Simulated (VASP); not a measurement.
Rh:

```
Rh
1.0
     0.00000    1.85911    1.85911
     1.85911    0.00000    1.85911
     1.85911    1.85911    0.00000
Rh
1
Direct
  0.00000 0.00000 0.00000
```

Base run:

- Program: VASP 6.6.1
- Functional: r2SCAN
- Potentials or basis: VASP PAW PBE potentials, release 64 (Rh_sv_GW)
- Cutoff: 580 eV
- k mesh: 12 × 12 × 12
- Occupations: fermi-dirac, width 0.05 eV
- Spin: no spin polarisation

Its results: pressure 19.9 GPa.

The run is repeated on the same cell with these changes: potentials or basis from VASP PAW PBE potentials, release 64 (Rh_sv_GW) to VASP PAW PBE potentials, release 64 (Rh_pv); cutoff from 580 eV to 520 eV; valence electrons from 17 to 15. What comes out?

Pressure 23.3 GPa.

Caveats: the PAW data sets were made with another functional, which shifts forces and pressure a little.
